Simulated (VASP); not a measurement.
Write the native input for VASP 6.6.1 that does the following.

| Property | Result |
| --- | --- |
| Task | single point |
| Functional | r2SCAN |
| Potentials or basis | VASP PAW PBE potentials, release 64 (K_sv, Mg, Br) |
| Cutoff | 520 eV |
| k mesh | 6 × 6 × 6 |
| Occupations | gaussian, width 0.01 eV |
| Spin | no spin polarisation |
| Dipole correction | no |
| Further INCAR settings | ALGO = Normal; EDIFF = 1e-06; NBANDS = 24 |

Crystal: KMgBr3.

```
K Mg Br
1.0
     5.38271    0.00000    0.00000
     0.00000    5.38271    0.00000
     0.00000    0.00000    5.25505
K Mg Br
1 1 3
Cartesian
  0.0000 0.0000 0.0000
  2.6914 2.6914 2.6275
  2.6914 2.6914 0.0000
  2.6914 0.0000 2.6275
  0.0000 2.6914 2.6275
```

This cell differs from its parent crystal: epitaxial xy strain +1.5%.

These files were run (other wordings do the same):

POSCAR

```
KMgBr3
1.0
    5.3827145950      0.0000000000      0.0000000000
    0.0000000000      5.3827145950      0.0000000000
    0.0000000000      0.0000000000      5.2550502745
K Mg Br
1 1 3
Direct
    0.0000000000      0.0000000000      0.0000000000
    0.5000000000      0.5000000000      0.5000000000
    0.5000000000      0.5000000000      0.0000000000
    0.5000000000      0.0000000000      0.5000000000
    0.0000000000      0.5000000000      0.5000000000
```

INCAR.step1

```
ALGO = Normal ; EDIFF = 1E-4
ENCUT = 520 ; GGA = PE
ISMEAR = 0 ; LASPH = True
LCHARG = False ; LREAL = False
LWAVE = True ; NBANDS = 24
NELM = 60 ; PREC = Accurate
SIGMA = 0.01
```

INCAR.step2

```
ALGO = Normal ; EDIFF = 1E-6
ENCUT = 520 ; ISIF = 2
ISMEAR = 0 ; ISTART = 1
LASPH = True ; LCHARG = False
LMIXTAU = True ; LREAL = False
LWAVE = False ; METAGGA = R2SCAN
NBANDS = 24 ; NELM = 60
PREC = Accurate ; SIGMA = 0.01
```

KPOINTS

```
k-points
0
Gamma
  6 6 6
```

Potentials or basis: VASP PAW PBE potentials, release 64 (K_sv, Mg, Br).

Run with:

```bash
$ cat potpaw_PBE.64/K_sv/POTCAR potpaw_PBE.64/Mg/POTCAR potpaw_PBE.64/Br/POTCAR > POTCAR
$ cp INCAR.step1 INCAR
$ mpirun -np 1 vasp_std > vasp.out
$ cp INCAR.step2 INCAR
$ mpirun -np 1 vasp_std > vasp.out
```

Results of the run:

The pressure is -0.7 GPa. The band gap on the k mesh is 3.48 eV (least direct gap 3.98 eV).

Caveat: the cell differs from its parent crystal (epitaxial xy strain +1.5%); the PAW data sets were made with another functional, which shifts forces and pressure a little.

Run time: 3.6 min on 1 thread of AMD EPYC 9R45 96-Core Processor (Zen 5) (shared host), peak memory 0.32 GiB.
